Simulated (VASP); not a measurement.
The system is W.

```
W
1.0
     2.55515    0.00000    0.00000
     0.00000    2.55515    0.00000
     0.00000    0.00000    2.55515
W
1
Direct
  0.00000 0.00000 0.00000
```

* Program: VASP 6.6.1
* Task: relaxation of cell and atoms
* Functional: PBEsol
* Potentials or basis: VASP PAW PBE potentials, release 64 (W_sv)
* Cutoff: 500 eV
* k mesh: 6 × 6 × 6
* Occupations: gaussian, width 0.1 eV
* Spin: no spin polarisation

At the start: pressure 15.5 GPa; volume 16.68 Å³/atom.

Problem. Where does the relaxation end?

Solution. Over 4 steps the energy falls by 45.3 meV/atom and the volume is 17.67 Å³/atom (+5.9 %); space group Pm-3m (No. 221, to 0.05 Å).

Step by step:
```
step  energy change (eV)  largest force (eV/Å)  pressure (GPa)  volume (Å³)
   1              0.0000                0.0000           15.53        16.68
   2              0.2836                0.0000          -28.14        20.90
   3             -0.0451                0.0000           -0.97        17.74
   4             -0.0453                0.0000           -0.07        17.67
```

Final structure:
```xyz
1
Lattice="2.6047 0.0000 0.0000 0.0000 2.6047 0.0000 0.0000 0.0000 2.6047" Properties=species:S:1:pos:R:3 pbc="T T T"
W     0.0000    0.0000    0.0000
```

Caveat: the k points lie up to 0.40 Å⁻¹ apart in the final cell; the PAW data sets were made with another functional, which shifts forces and pressure a little.
